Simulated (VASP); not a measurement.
# Be2H3Br (R-3m) in VASP: further runs

Runs on Be2H3Br. Level: PBE. Tasks: single point, relaxation of cell and atoms.

Program: VASP 6.6.1. These are calculated values, not measurements. Logs are shortened: lines on timing, memory, paths and dates and some standing lists are left out, and cuts for length are marked.

## 1. The cell of the first run

Symmetry: R-3m, No. 166, trigonal system. Conventional cell: a = 6.135 Å, b = 6.135 Å, c = 6.704 Å, α = 90.00°, β = 90.00°, γ = 120.00°. Be (site symmetry 3m) has 3 H at 2.11 Å and 1 Be at 2.18 Å and 1 Br at 2.26 Å within 2.8 Å. Within 2.8 Å of H (site symmetry 2/m) lie 2 Br at 2.09 Å and 2 Be at 2.11 Å. Within 2.8 Å of Br (site symmetry -3m) lie 6 H at 2.09 Å and 2 Be at 2.26 Å.

## 2. Single point, PBE

INCAR

```
PREC     = Accurate       # precision mode
ENCUT    = 520            # plane-wave cutoff, eV
EDIFF    = 1E-6           # SCF threshold, eV
ISMEAR   = 0              # smearing method
SIGMA    = 0.1            # smearing width, eV
LREAL    = False          # projectors in reciprocal space
LASPH    = True           # aspherical terms in the spheres
NELM     = 100            # most SCF steps
ALGO     = Normal         # electronic algorithm
ISIF     = 2              # what is computed and relaxed
LWAVE    = False          # write WAVECAR
LCHARG   = False          # write CHGCAR
GGA      = PE             # functional
NBANDS   = 16             # bands
```

KPOINTS

```
Automatic mesh
0
Gamma
  12 12 12
```

POSCAR

```
Be2H3Br
1.0
    3.0675747566      1.7710651115      2.2346661881
   -3.0675747566      1.7710651115      2.2346661881
    0.0000000000     -3.5421302229      2.2346661881
Be H Br
2 3 1
Direct
    0.3370391106      0.3370391106      0.3370391106
    0.6629608894      0.6629608894      0.6629608894
    0.5000000000      0.0000000000      0.0000000000
    0.0000000000      0.5000000000      0.0000000000
    0.0000000000      0.0000000000      0.5000000000
    0.0000000000      0.0000000000      0.0000000000
```

Potentials or basis: VASP PAW PBE potentials, release 64 (Be, H, Br).

On the command line:

```console
cat potpaw_PBE.64/Be/POTCAR potpaw_PBE.64/H/POTCAR potpaw_PBE.64/Br/POTCAR > POTCAR
mpirun -np 1 vasp_std > vasp.out
```

OUTCAR:

```text
PREC = Accurate
   ENCUT = 520
   EDIFF = 1E-6
   ISMEAR = 0
   LREAL = False
   LASPH = True
   NELM = 100
   ISIF = 2
   GGA = PE

 ion  position               nearest neighbor table
   1  0.337  0.337  0.337-   2 2.18   6 2.26
   2  0.663  0.663  0.663-   1 2.18   6 2.26
   3  0.500  0.000  0.000-
   4  0.000  0.500  0.000-
   5  0.000  0.000  0.500-
   6  0.000  0.000  0.000-   1 2.26   2 2.26

  LATTYP: Found a trigonal (rhomboedric) cell.
 ALAT       =     4.1881283993
 COS(alpha) =    -0.0729520914

  Lattice vectors:

 A1 = (   3.0675747566,   1.7710651115,   2.2346661881)
 A2 = (  -3.0675747566,   1.7710651115,   2.2346661881)
 A3 = (   0.0000000000,  -3.5421302229,   2.2346661881)

Analysis of symmetry for initial positions (statically):
=====================================================================
 Subroutine PRICEL returns:
 Original cell was already a primitive cell.

 Routine SETGRP: Setting up the symmetry group for a
 trigonal (rhombohedral) supercell.

 Subroutine GETGRP returns: Found 12 space group operations
 (whereof 12 operations were pure point group operations)
 out of a pool of 12 trial point group operations.

The static configuration has the point symmetry D_3d.

Analysis of symmetry for dynamics (positions and initial velocities):
=====================================================================
 Subroutine PRICEL returns:
 Original cell was already a primitive cell.

 Routine SETGRP: Setting up the symmetry group for a
 trigonal (rhombohedral) supercell.

 Subroutine GETGRP returns: Found 12 space group operations
 (whereof 12 operations were pure point group operations)
 out of a pool of 12 trial point group operations.

The dynamic configuration has the point symmetry D_3d.

 Subroutine INISYM returns: Found 12 space group operations
 (whereof 12 operations are pure point group operations),
 and found     1 'primitive' translations

----------------------------------------------------------------------------------------

                                     Primitive cell

  volume of cell :      72.8440

  direct lattice vectors                    reciprocal lattice vectors
     3.067574757  1.771065112  2.234666188     0.162995213  0.094105330  0.149164710
    -3.067574757  1.771065112  2.234666188    -0.162995213  0.094105330  0.149164710
     0.000000000 -3.542130223  2.234666188     0.000000000 -0.188210660  0.149164710

  length of vectors
     4.188128399  4.188128399  4.188128399     0.240152791  0.240152791  0.240152791

  position of ions in fractional coordinates (direct lattice)
     0.337039111  0.337039111  0.337039111
     0.662960889  0.662960889  0.662960889
     0.500000000  0.000000000  0.000000000
     0.000000000  0.500000000  0.000000000
     1.000000000  1.000000000  0.500000000
     0.000000000  0.000000000  0.000000000

  ion indices of the primitive-cell ions
   primitive index   ion index
                 1           1
                 2           2
                 3           3
                 4           4
                 5           5
                 6           6

----------------------------------------------------------------------------------------

 KPOINTS: Automatic mesh

Automatic generation of k-mesh.
 Grid dimensions read from file:
 generate k-points for:   12   12   12

 Generating k-lattice:

  Cartesian coordinates                     Fractional coordinates (reciprocal lattice)
     0.013582934  0.007842111  0.012430392     0.083333333  0.000000000 -0.000000000
    -0.013582934  0.007842111  0.012430392     0.000000000  0.083333333 -0.000000000
     0.000000000 -0.015684222  0.012430392     0.000000000  0.000000000  0.083333333

  Length of vectors
     0.020012733  0.020012733  0.020012733

  Shift w.r.t. Gamma in fractional coordinates (k-lattice)
     0.000000000  0.000000000  0.000000000

 Subroutine IBZKPT returns following result:
 ===========================================

 Found    189 irreducible k-points:

 Following reciprocal coordinates:
            Coordinates               Weight
  0.000000  0.000000  0.000000      1.000000
  0.083333 -0.000000  0.000000      6.000000
  0.166667  0.000000 -0.000000      6.000000
  0.250000  0.000000 -0.000000      6.000000
  0.333333  0.000000  0.000000      6.000000
  0.416667  0.000000 -0.000000      6.000000
[... 16 lines left out ...]
  0.500000  0.166667 -0.000000     12.000000
 -0.416667  0.166667  0.000000     12.000000
 [... further k-points ...]
   k-points           NKPTS =    189   k-points in BZ     NKDIM =    189   number of bands    NBANDS=     16
   number of dos      NEDOS =    301   number of ions     NIONS =      6
   total plane-waves  NPLWV =  32768
   dimension x,y,z NGX =    32 NGY =   32 NGZ =   32
   dimension x,y,z NGXF=    64 NGYF=   64 NGZF=   64
   ions per type =               2   3   1
   NGX,Y,Z   is equivalent  to a cutoff of  12.70, 12.70, 12.70 a.u.
   NGXF,Y,Z  is equivalent  to a cutoff of  25.40, 25.40, 25.40 a.u.
 SYSTEM =  unknown system
   PREC   = accura    normal or accurate (medium, high low for compatibility)
   ISTART =      0    job   : 0-new  1-cont  2-samecut
   ICHARG =      2    charge: 1-file 2-atom 10-const
   ISPIN  =      1    spin polarized calculation?
   LNONCOLLINEAR =      F non collinear calculations
   LSORBIT =      F    spin-orbit coupling
   LASPH  =      T    aspherical Exc in radial PAW
   ENCUT  =  520.0 eV  38.22 Ry    6.18 a.u.   7.79  7.79  7.79*2*pi/ulx,y,z
   NELM   =    100;   NELMIN=  2; NELMDL= -5     # of ELM steps
   EDIFF  = 0.1E-05   stopping-criterion for ELM
   LREAL  =      F    real-space projection
   EDIFFG = 0.1E-04   stopping-criterion for IOM
   NSW    =      0    number of steps for IOM
   IBRION =     -1    ionic relax: 0-MD 1-quasi-New 2-CG
   NFREE  =      0    steps in history (QN), initial steepest desc. (CG)
   ISIF   =      2    stress and relaxation
   ISYM   =      2    0-nonsym 1-usesym 2-fastsym
   POTIM  = 0.5000    time-step for ionic-motion
   TEBEG  =    0.0;   TEEND  =   0.0 temperature during run
   PSTRESS=    0.0 pullay stress
   NELECT =      14.0000    total number of electrons
   NUPDOWN=      -1.0000    fix difference up-down
   EMIN   =  10.00;   EMAX   =-10.00  energy-range for DOS
   EFERMI =   0.00;   METHOD = LEGACY
   ISMEAR =     0;   SIGMA  =   0.10  broadening in eV -4-tet -1-fermi 0-gaus
   EFERMI_NEDOS =   21; number of points for ismear=-14 and -15
   IALGO  =     38    algorithm
   IMIX   =      4    mixing-type and parameters
     AMIX     =   0.40;   BMIX     =  1.00
     AMIX_MAG =   1.60;   BMIX_MAG =  1.00
  volume/ion in A,a.u.               =      12.14        81.93
  Fermi-wavevector in a.u.,A,eV,Ry     =   0.944756  1.785330 12.144068  0.892564
  Thomas-Fermi vector in A             =   2.072592
   LORBIT       =      0    0 simple, 1 ext, 2 COOP (PROOUT), +10 PAW based schemes
   GGA     = PE    functional components
   LHFCALC =     F    Hartree Fock is set to
   AEXX    =    0.0000 exact exchange contribution
   IVDW    =     0    specifies the selected vdW correction
   LEPSILON=     F    determine dielectric tensor
   LRPA    =     F    only Hartree local field effects (RPA)
 non-spin polarized calculation
 Gauss-broadening in eV      SIGMA  =   0.10
  energy-cutoff  :      520.00
  volume of cell :       72.84
 maximum number of plane-waves:      1988
   NGX = 15   NGY = 15   NGZ = 15

 number of electron      14.0000001 magnetization

 Free energy of the ion-electron system (eV)
  ---------------------------------------------------
  ext. energy  EPLUGINS =         0.00000000
  ---------------------------------------------------
  free energy    TOTEN  =       -11.55713985 eV

  energy without entropy =      -11.54876510  energy(sigma->0) =      -11.55295248

 E-fermi :   2.6575     XC(G=0):  -8.7050

 val. band max:        2.6498142750   @ k =  -0.3333   0.5000   0.3333
 cond. band min:       2.6728750553   @ k =  -0.2500   0.0833   0.0000
 fundamental gap:      0.0230607803
 Fermi energy:         2.6574571344

 k-point     1 :       0.0000    0.0000    0.0000
  band No.  band energies     occupation
      1     -15.3243      2.00000
      2      -4.4060      2.00000
      3      -2.6291      2.00000
      4      -2.2942      2.00000
      5      -2.2942      2.00000
      6      -0.9948      2.00000
[... 8 lines left out ...]
     15      12.1340      0.00000
     16      12.1343      0.00000

 k-point     2 :       0.0833   -0.0000    0.0000
  band No.  band energies     occupation
      1     -15.3125      2.00000
      2      -4.5231      2.00000
      3      -2.9407      2.00000
      4      -2.2863      2.00000
      5      -2.1896      2.00000
      6      -0.9766      2.00000
[... 8 lines left out ...]
     15      11.2419      0.00000
     16      11.8664      0.00000

 k-point     3 :       0.1667    0.0000   -0.0000
  band No.  band energies     occupation
      1     -15.2798      2.00000
      2      -4.8771      2.00000
      3      -3.2589      2.00000
      4      -2.2643      2.00000
      5      -2.0430      2.00000
      6      -0.9263      2.00000
[... 8 lines left out ...]
     15      10.3876      0.00000
     16      11.7895      0.00000

 k-point     4 :       0.2500    0.0000   -0.0000
  band No.  band energies     occupation
      1     -15.2342      2.00000
      2      -5.3509      2.00000
      3      -3.3857      2.00000
      4      -2.2330      2.00000
      5      -1.8442      2.00000
      6      -0.8564      2.00000
[... 8 lines left out ...]
     15       9.7967      0.00000
     16      11.9716      0.00000
[... 324 lines left out ...]
 k-point    22 :       0.4167    0.1667   -0.0000
  band No.  band energies     occupation
      1     -15.1081      2.00000
      2      -6.0221      2.00000
      3      -4.1506      2.00000
      4      -2.6331      2.00000
      5      -0.9800      2.00000
      6       0.1949      2.00000
[... 8 lines left out ...]
     15      10.0708      0.00000
     16      11.1995      0.00000

 k-point    23 :       0.5000    0.1667   -0.0000
  band No.  band energies     occupation
      1     -15.0961      2.00000
      2      -6.0974      2.00000
      3      -4.1570      2.00000
      4      -2.6075      2.00000
      5      -0.9196      2.00000
      6       0.2000      2.00000
[... 8 lines left out ...]
     15       9.8824      0.00000
     16      11.2808      0.00000

 k-point    24 :      -0.4167    0.1667    0.0000
  band No.  band energies     occupation
      1     -15.1099      2.00000
      2      -5.9856      2.00000
      3      -4.1785      2.00000
      4      -2.6058      2.00000
      5      -1.0177      2.00000
      6       0.2743      2.00000
[... 8 lines left out ...]
     15       9.8659      0.00000
     16      11.4867      0.00000

 [... further k-points ...]
[... 5 lines left out ...]
  --------------------------------------------------------------------------------------
  -------------------------------------------------------------------------------------
  Total       -0.0343885     -0.0343885     -0.0225429      0.0000000     -0.0000000      0.0000000
  in kB       -0.7563628     -0.7563628     -0.4958225      0.0000000     -0.0000000      0.0000000
  external PRESSURE =      -0.6695160 kB  Pullay stress =       0.0000000 kB

 VOLUME and BASIS-vectors are now :
 -----------------------------------------------------------------------------
  energy-cutoff  :      520.00
  volume of cell :       72.84
      direct lattice vectors                 reciprocal lattice vectors
     3.067574757  1.771065112  2.234666188     0.162995213  0.094105330  0.149164710
    -3.067574757  1.771065112  2.234666188    -0.162995213  0.094105330  0.149164710
     0.000000000 -3.542130223  2.234666188     0.000000000 -0.188210660  0.149164710

 POSITION                                       TOTAL-FORCE (eV/Angst)
 -----------------------------------------------------------------------------------
      0.00000      0.00000      2.25951        -0.000000      0.000000      0.002591
      0.00000      0.00000      4.44449        -0.000000     -0.000000     -0.002591
      1.53379      0.88553      1.11733         0.000000     -0.000000     -0.000000
     -1.53379      0.88553      1.11733        -0.000000     -0.000000     -0.000000
      0.00000     -1.77107      1.11733        -0.000000      0.000000     -0.000000
      0.00000      0.00000      0.00000        -0.000000     -0.000000     -0.000000
 -----------------------------------------------------------------------------------
    total drift:                               -0.000000      0.000000     -0.000000

  FREE ENERGIE OF THE ION-ELECTRON SYSTEM (eV)
  ---------------------------------------------------
  free  energy   TOTEN  =       -11.5571398508 eV

  energy  without entropy=      -11.5487651021  energy(sigma->0) =      -11.55295248
```

Run time: 1.8 min. Hardware: 1 thread of Intel Xeon Platinum 8375C at 2.90GHz (Ice Lake), shared host; peak memory 0.34 GiB.

Results:

| Quantity | Value |
| --- | --- |
| Free energy | -11.5571 eV |
| Pressure | -0.1 GPa |
| Band gap on the k mesh | zero (band 7 reaches 3.68 eV, above the bottom of band 8 at 1.70 eV) |

Forces on the atoms (eV/Å):
```
Be   0.000  0.000  0.003
Be   0.000  0.000 -0.003
H    0.000  0.000  0.000
H    0.000  0.000  0.000
H    0.000  0.000  0.000
Br   0.000  0.000  0.000
```

Levels at points of the mesh, in eV from the Fermi level:
```csv
k point,band 3,band 4,band 5,band 6,band 7,band 8,band 9,band 10,band 11,band 12
"(0.00, 0.00, 0.00)",-5.29,-4.95,-4.95,-3.65,-3.65,0.33,2.73,2.73,4.43,4.88
"(0.50, 0.00, 0.00)",-6.07,-4.82,-3.92,-3.37,-2.27,1.29,2.21,2.83,4.13,4.38
"(0.50, 0.50, 0.00)",-8.08,-5.26,-3.35,-3.01,1.02,1.45,1.88,2.04,3.59,3.63
"(0.50, 0.50, 0.50)",-7.76,-7.76,-1.94,-0.96,-0.94,-0.94,2.09,2.34,2.34,8.45
```

(Part 1 of 2 ends here.)
